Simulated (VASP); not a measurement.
PbSe, 2 atoms in the cell. The structure is trigonal, space group R-3m (No. 166). Conventional cell: a = 4.395 Å, b = 4.395 Å, c = 10.289 Å, α = 90.00°, β = 90.00°, γ = 120.00°. Within 4.0 Å of Pb (site symmetry -3m) lie 6 Se at 3.06 Å. Within 4.0 Å of Se (site symmetry -3m) lie 6 Pb at 3.06 Å.  This cell differs from its parent crystal: equal xy, yz and zx shear strains of -3 %.

| Item | Value |
| --- | --- |
| Program | VASP 6.6.1 |
| Task | electric field gradients |
| Functional | PBE |
| Potentials or basis | VASP PAW PBE potentials, release 64 (Pb_d, Se) |
| Cutoff | 520 eV |
| k mesh | 9 × 9 × 9 |
| Occupations | fermi-dirac, width 0.01 eV |
| Spin | no spin polarisation |
| Dipole correction | no |
| Further INCAR settings | ALGO = Normal; EDIFF = 1e-08; NBANDS = 17 |

Potentials or basis: VASP PAW PBE potentials, release 64 (Pb_d, Se).

Launch:

```console
$ cat potpaw_PBE.64/Pb_d/POTCAR potpaw_PBE.64/Se/POTCAR > POTCAR
$ mpirun -np 1 vasp_std > vasp.out
```

Hardware: 1 thread of Intel(R) Xeon(R) 6975P-C (Granite Rapids) (shared host).

Q: How long does it take, and how much memory?

A: Run time: 26 s on 1 thread of Intel(R) Xeon(R) 6975P-C (Granite Rapids) (shared host), peak memory 0.23 GiB. Counts: scf iterations 15, k points 85.
